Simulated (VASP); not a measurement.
Runs of VASP 6.6.1 on CoO. The structure is that of space group P-6m2 (No. 187), or close to it. The cells are those of the table. 

```tsv
level	potentials or basis	cell	cutoff (eV)	gap on the mesh (eV)	pressure (GPa)	moment (μB)
PBE	VASP PAW PBE potentials, release 64 (Co_sv, O_h)	a = 2.856, b = 2.856, c = 2.788 Å, angles 90.0, 90.0, 120.0°, 2 atoms	1340	none	-8.6	3.00
PBE	VASP PAW PBE potentials, release 64 (Co_sv, O)	a = 2.856, b = 2.856, c = 2.788 Å, angles 90.0, 90.0, 120.0°, 2 atoms	700	none	(a)	3.00
PBE	VASP PAW PBE potentials, release 64 (Co_sv, O)	a = 2.830, b = 2.830, c = 2.721 Å, angles 90.0, 90.0, 120.0°, 2 atoms	700	none	-1.2	3.00
PBE+D3(BJ)	VASP PAW PBE potentials, release 64 (Co_sv, O)	a = 2.801, b = 2.801, c = 2.715 Å, angles 90.0, 90.0, 120.0°, 2 atoms	700	none	-1.2	3.00
PBE	VASP PAW PBE potentials, release 64 (Co_sv, O_h)	a = 2.818, b = 2.818, c = 2.750 Å, angles 90.0, 90.0, 120.0°, 2 atoms	1340	none	-1.6	3.00
```

Alike in all rows: task single point; spin collinear, ferromagnetic start; k mesh 11 × 11 × 10; smearing fermi-dirac 0.05 eV.

Q: Estimate the missing entries.

A: (a) -9.0.

Caveats: a cell with one magnetic atom can't hold antiferromagnetic order, which such compounds often take; semilocal functionals often make such compounds metallic where correlation or magnetic order opens a gap, which also shifts bond lengths; the cell stands under tension (at least some runs).

A gap of «none» marks levels without a gap at the run's occupations.
